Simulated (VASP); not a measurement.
# Ga3Pt2 (P-3m1) in VASP: single point with LDA

Aim: the single point of Ga3Pt2 with LDA.

Everything below comes from runs of VASP 6.6.1. Logs are shortened: lines on timing, memory, paths and dates and some standing lists are left out, and cuts for length are marked.

### 1 The cell of the first run

It takes space group P-3m1 (No. 164, trigonal). Conventional cell: a = 4.220 Å, b = 4.220 Å, c = 5.170 Å, α = 90.00°, β = 90.00°, γ = 120.00°. Ga (site symmetry -3m) has 6 Pt at 2.57 Å and 6 Ga at 3.09 Å within 3.4 Å. Within 3.2 Å of Ga (site symmetry 3m) lie 5 Pt at 2.45 to 2.72 Å and 6 Ga at 2.80 to 3.09 Å. Within 3.2 Å of Pt (site symmetry 3m) lie 8 Ga at 2.45 to 2.72 Å and 3 Pt at 2.95 Å.

### 2 Single point, LDA

INCAR

```
SYSTEM = Ga3Pt2
PREC = Accurate
ENCUT = 520
EDIFF = 1E-7
ISMEAR = 0
SIGMA = 0.1
LREAL = .FALSE.
LASPH = .TRUE.
NELM = 60
ALGO = Normal
ISIF = 2
LWAVE = .FALSE.
LCHARG = .TRUE.
GGA = CA
LELF = .TRUE.
LVHAR = .TRUE.
NBANDS = 38
```

KPOINTS

```
Automatic mesh
0
G
  6 6 5
  0 0 0
```

POSCAR

```
Ga3Pt2
1.0
    4.2200000000      0.0000000000      0.0000000000
   -2.1100000000      3.6546270000      0.0000000000
    0.0000000000      0.0000000000      5.1700000000
Ga Pt
3 2
Direct
    0.0000000000      0.0000000000      0.0000000000
    0.3333330000      0.6666670000      0.6330000000
    0.6666670000      0.3333330000      0.3670000000
    0.3333330000      0.6666670000      0.1600000000
    0.6666670000      0.3333330000      0.8400000000
```

Potentials or basis: VASP PAW LDA potentials, release 64 (Ga_d, Pt).

Command:

```console
$ cat potpaw_LDA.64/Ga_d/POTCAR potpaw_LDA.64/Pt/POTCAR > POTCAR
$ mpirun -np 1 vasp_std > vasp.out
```

OUTCAR:

```text
SYSTEM = Ga3Pt2
   PREC = Accurate
   ENCUT = 520
   EDIFF = 1E-7
   ISMEAR = 0
   LREAL = .FALSE.
   LASPH = .TRUE.
   NELM = 60
   ISIF = 2
   GGA = CA

 ion  position               nearest neighbor table
   1  0.000  0.000  0.000-   4 2.57   5 2.57   4 2.57   5 2.57   5 2.57   4 2.57
   2  0.333  0.667  0.633-   4 2.45   5 2.66   5 2.66   5 2.66   4 2.72   3 2.80   3 2.80   3 2.80

   3  0.667  0.333  0.367-   5 2.45   4 2.66   4 2.66   4 2.66   5 2.72   2 2.80   2 2.80   2 2.80

   4  0.333  0.667  0.160-   2 2.45   1 2.57   1 2.57   1 2.57   3 2.66   3 2.66   3 2.66   2 2.72
                             5 2.95   5 2.95   5 2.95
   5  0.667  0.333  0.840-   3 2.45   1 2.57   1 2.57   1 2.57   2 2.66   2 2.66   2 2.66   3 2.72
                             4 2.95   4 2.95   4 2.95

  LATTYP: Found a hexagonal cell.
 ALAT       =     4.2200000000
 C/A-ratio  =     1.2251184834

  Lattice vectors:

 A1 = (   4.2200000000,   0.0000000000,   0.0000000000)
 A2 = (  -2.1100000000,   3.6546270000,   0.0000000000)
 A3 = (   0.0000000000,   0.0000000000,   5.1700000000)

Analysis of symmetry for initial positions (statically):
=====================================================================
 Subroutine PRICEL returns:
 Original cell was already a primitive cell.

 Routine SETGRP: Setting up the symmetry group for a
 hexagonal supercell.

 Subroutine GETGRP returns: Found 12 space group operations
 (whereof 12 operations were pure point group operations)
 out of a pool of 24 trial point group operations.

The static configuration has the point symmetry D_3d.

Analysis of symmetry for dynamics (positions and initial velocities):
=====================================================================
 Subroutine PRICEL returns:
 Original cell was already a primitive cell.

 Routine SETGRP: Setting up the symmetry group for a
 hexagonal supercell.

 Subroutine GETGRP returns: Found 12 space group operations
 (whereof 12 operations were pure point group operations)
 out of a pool of 24 trial point group operations.

The dynamic configuration has the point symmetry D_3d.

 Subroutine INISYM returns: Found 12 space group operations
 (whereof 12 operations are pure point group operations),
 and found     1 'primitive' translations

----------------------------------------------------------------------------------------

                                     Primitive cell

  volume of cell :      79.7345
[... 96 lines left out ...]
   LREAL  =      F    real-space projection
   EDIFFG = 0.1E-05   stopping-criterion for IOM
   NSW    =      0    number of steps for IOM
   IBRION =     -1    ionic relax: 0-MD 1-quasi-New 2-CG
   NFREE  =      0    steps in history (QN), initial steepest desc. (CG)
   ISIF   =      2    stress and relaxation
   ISYM   =      2    0-nonsym 1-usesym 2-fastsym
   POTIM  = 0.5000    time-step for ionic-motion
   TEBEG  =    0.0;   TEEND  =   0.0 temperature during run
   PSTRESS=    0.0 pullay stress
   NELECT =      59.0000    total number of electrons
   NUPDOWN=      -1.0000    fix difference up-down
   EMIN   =  10.00;   EMAX   =-10.00  energy-range for DOS
   EFERMI =   0.00;   METHOD = LEGACY
   ISMEAR =     0;   SIGMA  =   0.10  broadening in eV -4-tet -1-fermi 0-gaus
   EFERMI_NEDOS =   21; number of points for ismear=-14 and -15
   IALGO  =     38    algorithm
   IMIX   =      4    mixing-type and parameters
     AMIX     =   0.40;   BMIX     =  1.00
     AMIX_MAG =   1.60;   BMIX_MAG =  1.00
  volume/ion in A,a.u.               =      15.95       107.61
  Fermi-wavevector in a.u.,A,eV,Ry     =   1.480733  2.798180 29.831737  2.192571
  Thomas-Fermi vector in A             =   2.594731
   LORBIT       =      0    0 simple, 1 ext, 2 COOP (PROOUT), +10 PAW based schemes
   GGA     = CA    functional components
   LHFCALC =     F    Hartree Fock is set to
   AEXX    =    0.0000 exact exchange contribution
   IVDW    =     0    specifies the selected vdW correction
   LEPSILON=     F    determine dielectric tensor
   LRPA    =     F    only Hartree local field effects (RPA)
 non-spin polarized calculation
 Gauss-broadening in eV      SIGMA  =   0.10
  energy-cutoff  :      520.00
  volume of cell :       79.73
 maximum number of plane-waves:      2173
 NGX is ok and might be reduce to    32
   NGX = 15   NGY = 15   NGZ = 19

 number of electron      59.0000006 magnetization

 Free energy of the ion-electron system (eV)
  ---------------------------------------------------
  ext. energy  EPLUGINS =         0.00000000
  ---------------------------------------------------
  free energy    TOTEN  =       -28.85131212 eV

  energy without entropy =      -28.84597386  energy(sigma->0) =      -28.84864299

 E-fermi :   8.4140     XC(G=0): -12.5111

 val. band max:        8.3644421818   @ k =   0.1667   0.0000   0.2000
 cond. band min:       8.4223910768   @ k =   0.1667   0.1667   0.4000
 fundamental gap:      0.0579488950
 Fermi energy:         8.4139708989

 k-point     1 :       0.0000    0.0000    0.0000
  band No.  band energies     occupation
      1      -6.9253      2.00000
      2      -6.9253      2.00000
      3      -6.8511      2.00000
      4      -6.8247      2.00000
      5      -6.8247      2.00000
      6      -6.8206      2.00000
[... 973 lines left out ...]
     37      15.2663      0.00000
     38      16.9306      0.00000

 [... further k-points ...]

------------------------ aborting loop because EDIFF is reached ----------------------------------------

  FORCE on cell =-STRESS in cart. coord.  units (eV):
  Direction    XX          YY          ZZ          XY          YZ          ZX
  --------------------------------------------------------------------------------------
  -------------------------------------------------------------------------------------
  Total       -0.0336286     -0.0336286      0.5032416      0.0000000     -0.0000000      0.0000000
  in kB       -0.6757294     -0.6757293     10.1120932      0.0000000     -0.0000000      0.0000000
  external PRESSURE =       2.9202115 kB  Pullay stress =       0.0000000 kB

 VOLUME and BASIS-vectors are now :
 -----------------------------------------------------------------------------
  energy-cutoff  :      520.00
  volume of cell :       79.73
      direct lattice vectors                 reciprocal lattice vectors
     4.220000000  0.000000000  0.000000000     0.236966825  0.136812868  0.000000000
    -2.110000000  3.654627000  0.000000000     0.000000000  0.273625735  0.000000000
     0.000000000  0.000000000  5.170000000     0.000000000  0.000000000  0.193423598

 POSITION                                       TOTAL-FORCE (eV/Angst)
 -----------------------------------------------------------------------------------
      0.00000      0.00000      0.00000        -0.000000      0.000000      0.000000
     -0.00000      2.43642      3.27261         0.000000     -0.000000      0.577456
      2.11000      1.21821      1.89739        -0.000000      0.000000     -0.577456
     -0.00000      2.43642      0.82720         0.000000     -0.000000     -0.120038
      2.11000      1.21821      4.34280        -0.000000      0.000000      0.120038
 -----------------------------------------------------------------------------------
    total drift:                                0.000000     -0.000000      0.000000

  FREE ENERGIE OF THE ION-ELECTRON SYSTEM (eV)
  ---------------------------------------------------
  free  energy   TOTEN  =       -28.8513121191 eV

  energy  without entropy=      -28.8459738628  energy(sigma->0) =      -28.84864299
```

stdout:

```text
POSCAR found type information on POSCAR GaPt
 POSCAR found :  2 types and       5 ions
 scaLAPACK will be used
 LDA part: xc-table for (Slater(with rela. corr.)+CA(PZ))
 , standard interpolation
 POSCAR, INCAR and KPOINTS ok, starting setup
 FFT: planning ... GRIDC
 FFT: planning ... GRID_SOFT
 FFT: planning ... GRID
 WAVECAR not read
 entering main loop
```

Run time: 72 s. Hardware: 1 thread of Intel Xeon Platinum 8488C (Sapphire Rapids), shared host; peak memory 0.21 GiB.

What came out:

* Free energy: -28.8513 eV
* Pressure: 0.3 GPa
* Largest force: 0.577 eV/Å
* Band gap on the k mesh: zero (an odd number of electrons rules out a gap without spin polarisation)

Forces in eV/Å, atoms in the order of the input:
```
Ga   0.000  0.000  0.000
Ga   0.000  0.000  0.577
Ga   0.000  0.000 -0.577
Pt   0.000  0.000 -0.120
Pt   0.000  0.000  0.120
```

Stress tensor (GPa, compression positive):
```
-0.07  0.00  0.00
 0.00 -0.07  0.00
 0.00  0.00  1.01
```

Levels at points of the mesh, in eV from the Fermi level:
```tsv
k point	band 26	band 27	band 28	band 29	band 30	band 31	band 32	band 33	band 34	band 35
(0.00, 0.00, 0.00)	-2.51	-2.25	-1.59	1.69	1.78	1.78	2.26	4.44	4.44	5.13
(0.50, 0.00, 0.00)	-2.99	-2.45	-2.39	-2.30	-1.88	1.41	1.62	3.31	4.68	5.13
```

Caveat: spin-orbit coupling is left out, which moves the levels of the heavy elements.
